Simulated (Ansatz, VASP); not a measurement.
TiO2: VASP beside Ansatz

```
Ti O
1.0
     0.00000    2.39683    2.39683
     2.39683    0.00000    2.39683
     2.39683    2.39683    0.00000
Ti O
1 2
Cartesian
  0.0000 0.0000 0.0000
  1.1984 1.1984 1.1984
  3.5952 3.5952 3.5952
```

Alike in both runs: task single point; functional HSE06; k mesh 4 × 4 × 4; no spin polarisation.

|  | VASP | Ansatz |
| --- | --- | --- |
| version | VASP 6.6.1 | Ansatz 0.2.0 |
| potentials or method | VASP PAW PBE potentials, release 64 (Ti_sv, O) | plane waves, PAW |
| plane-wave cutoff (eV) | 520 | 420 |
| occupations | gaussian, width 0.01 eV | fixed |
| valence electrons in the cell | 24 | 24 |

```csv
,VASP,Ansatz,Ansatz less VASP
gap on the k mesh at the Fermi level (eV),2.60,2.63,+0.029
pressure (GPa),-3.0,-4.0,-0.98
```

Ansatz's warnings: stress exchange threshold loose, stress scf threshold loose.

The k mesh is coarse, so the values compare programs but aren't converged.
